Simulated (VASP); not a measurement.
Input of a VASP 6.6.1 run:

File INCAR:

```
  PREC = Accurate
  ENCUT = 520
  EDIFF = 1E-6
  ISMEAR = -1
  SIGMA = 0.05
  LREAL = F
  LASPH = T
  NELM = 80
  ALGO = Normal
  ISIF = 2
  LWAVE = F
  LCHARG = F
  GGA = PS
  NBANDS = 16
```

File KPOINTS:

```
regular mesh
0
Gamma
  8 8 8
```

Contents of POSCAR:

```
ZnSe
1.0
    0.0000000000      2.7554902880      2.7554902880
    2.7554902880      0.0000000000      2.7554902880
    2.7554902880      2.7554902880      0.0000000000
Se Zn
1 1
Direct
    0.7500000000      0.7500000000      0.7500000000
    0.0000000000      0.0000000000      0.0000000000
```

Potentials or basis: VASP PAW PBE potentials, release 64 (Se, Zn).

Command:

```console
$ cat potpaw_PBE.64/Se/POTCAR potpaw_PBE.64/Zn/POTCAR > POTCAR
$ mpirun -np 1 vasp_std > vasp.out
```

(1) What does it give for the pressure?

(2) Estimate the band gap on the k mesh.

Answers

(1) 5.3 GPa.

(2) 1.51 eV, direct.

Caveat: the PAW data sets were made with another functional, which shifts forces and pressure a little.
